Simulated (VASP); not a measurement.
Wanted: the native input for a VASP 6.6.1 run.

| Quantity | Value |
| --- | --- |
| Task | single point |
| Functional | LDA |
| Potentials or basis | VASP PAW LDA potentials, release 64 (Ta_pv, Ru_pv) |
| Cutoff | 520 eV |
| k mesh | 11 × 11 × 10 |
| Occupations | fermi-dirac, width 0.05 eV |
| Spin | no spin polarisation |
| Dipole correction | no |
| Further INCAR settings | ALGO = Normal; EDIFF = 1e-07; NBANDS = 20 |

The structure of TaRu lies in POSCAR:

```
TaRu
1.0
    3.0631429316      0.0000000000      0.0000000000
    0.0000000000      3.0631429316      0.0000000000
    0.0000000000      0.0000000000      3.4002592189
Ta Ru
1 1
Direct
    0.5000000000      0.5000000000      0.5000000000
    0.0000000000      0.0000000000      0.0000000000
```

This cell differs from its parent crystal: volume scaled by 1.01.

The input as run:

INCAR

```
SYSTEM = TaRu
PREC = Accurate
ENCUT = 520
EDIFF = 1E-7
ISMEAR = -1
SIGMA = 0.05
LREAL = .FALSE.
LASPH = .TRUE.
NELM = 100
ALGO = Normal
ISIF = 2
LWAVE = .FALSE.
LCHARG = .FALSE.
NBANDS = 20
```

KPOINTS

```
regular mesh
0
G
  11 11 10
  0 0 0
```

Potentials or basis: VASP PAW LDA potentials, release 64 (Ta_pv, Ru_pv).

Launch:

```sh
$ cat potpaw_LDA.64/Ta_pv/POTCAR potpaw_LDA.64/Ru_pv/POTCAR > POTCAR
$ mpirun -np 1 vasp_std > vasp.out
```

It gave:

| Quantity | Value |
| --- | --- |
| Pressure | -11.9 GPa |

It took 90 s on 1 thread of AMD EPYC 7R43 64-Core Processor (Zen 3), on a shared host, peak memory 0.16 GiB.
